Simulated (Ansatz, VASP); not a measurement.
**SrO in VASP and in Ansatz**

File INCAR:

```
ALGO = Normal
EDIFF = 1E-7
ENCUT = 520
GGA = PS
ISIF = 2
ISMEAR = 0
LASPH = True
LCHARG = False
LREAL = False
LWAVE = False
NBANDS = 24
NELM = 60
PREC = Accurate
SIGMA = 0.05
```

The input KPOINTS:

```
k-points
0
Gamma
  8 8 10
```

File POSCAR:

```
SrO
1.0
    4.4863742577      0.0000000000      0.0000000000
    0.0000000000      4.4863742577      0.0000000000
    0.0000000000      0.0000000000      3.5966252849
Sr O
2 2
Direct
    0.5000000000      0.0000000000      0.2703680608
    0.0000000000      0.5000000000      0.7296319392
    0.0000000000      0.0000000000      0.0000000000
    0.5000000000      0.5000000000      0.0000000000
```

Input for Ansatz:

```yaml
crystal:
  lattice:
    - [4.4863742577, 0.0, 0.0]
    - [0.0, 4.4863742577, 0.0]
    - [0.0, 0.0, 3.5966252849]
  atoms:
    - { symbol: Sr, position: [0.5, 0.0, 0.2703680608] }
    - { symbol: Sr, position: [0.0, 0.5, 0.7296319392] }
    - { symbol: O, position: [0.0, 0.0, 0.0] }
    - { symbol: O, position: [0.5, 0.5, 0.0] }
basis:
  ecutwfc: 420
  ecutrho_ratio: 4
kpoints:
  mp_grid: { grid: [8, 8, 10] }
hamiltonian:
  xc: pbesol
scf:
  occupations: { method: gaussian, width: 0.05 }
output:
  forces: true
  stress: true
  eigenvalues: true
  populations: true
```

Alike in both runs: task single point; functional PBEsol; k mesh 8 × 8 × 10; occupations gaussian, width 0.05 eV; no spin polarisation.

|  | VASP | Ansatz |
| --- | --- | --- |
| version | VASP 6.6.1 | Ansatz 0.2.0 |
| potentials or method | VASP PAW PBE potentials, release 64 (Sr_sv, O), cutoff 520 eV | scalar-relativistic, plane waves, PAW |
| valence electrons in the cell | 32 | 32 |

|  | VASP | Ansatz | Ansatz less VASP |
| --- | --- | --- | --- |
| gap on the k mesh at the Fermi level (eV) | 2.40 | 2.41 | +0.010 |
| least direct gap on the mesh (eV) | 2.48 | 2.49 | +0.011 |
| pressure (GPa) | -2.7 | -3.4 | -0.65 |
| traceless stress, the component that is largest in VASP (GPa) | 0.49 | 0.74 | +0.248 |
| rms of the force components (eV/Å) | 0.029 | 0.059 | +0.0297 |

VASP's potentials were made for PBE, not for PBEsol. Atom by atom the forces differ by 0.030 eV/Å (rms over components).
